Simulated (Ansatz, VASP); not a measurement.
# NbP in VASP and in Ansatz

```xyz
4
Lattice="0.0000 3.5075 0.0000 3.5075 0.0000 0.0000 1.7538 1.7538 -5.2251" Properties=species:S:1:pos:R:3 pbc="T T T"
Nb    0.0000    0.0000    0.0000
Nb    1.7538    3.5075   -2.6126
P     1.7538    1.7538    0.0000
P     3.5075    1.7538   -2.6126
```

Alike in both runs: functional PBE; k mesh 6 × 6 × 6; no spin polarisation.

Ansatz relaxed the structure, and its values are those at the end. VASP's run is a single point on that final structure, the one shown.

```csv
,VASP,Ansatz
version,VASP 6.6.1,Ansatz 0.2.0
potentials or method,"VASP PAW PBE potentials, release 64 (Nb_sv, P), cutoff 520 eV",PAW plane waves
occupations,"fermi-dirac, width 0.1 eV",fermi-dirac
valence electrons in the cell,36,36
```

|  | VASP | Ansatz | Ansatz less VASP |
| --- | --- | --- | --- |
| gap on the k mesh at the Fermi level (eV) | none | none | - |
| pressure (GPa) | -0.3 | 0.0 | +0.36 |

A gap of «none» marks a metal or a gap that the smearing closes.
